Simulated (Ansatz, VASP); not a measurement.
# Yb in VASP and in Ansatz

```
Yb
1.0
     3.85386    0.00000    0.00000
    -1.92693    3.33754    0.00000
     0.00000    0.00000    6.34304
Yb
2
Direct
  0.33333 0.66667 0.25000
  0.66667 0.33333 0.75000
```

Change from the starting cell: volume scaled by 0.98.

Alike in both runs: task single point; functional PBE; k mesh 11 × 11 × 6; occupations fermi-dirac, width 0.03 eV; no spin polarisation.

|  | VASP | Ansatz |
| --- | --- | --- |
| version | VASP 6.6.1 | Ansatz 0.2.0 |
| potentials or method | VASP PAW PBE potentials, release 64 (Yb), cutoff 520 eV | all-electron LAPW, scalar-relativistic |

|  | VASP | Ansatz | Ansatz less VASP |
| --- | --- | --- | --- |
| pressure (GPa) | -2.3 | -2.0 | +0.37 |

Ansatz ran all-electron here, and VASP with PAW potentials.

Neither program's run includes spin-orbit coupling.
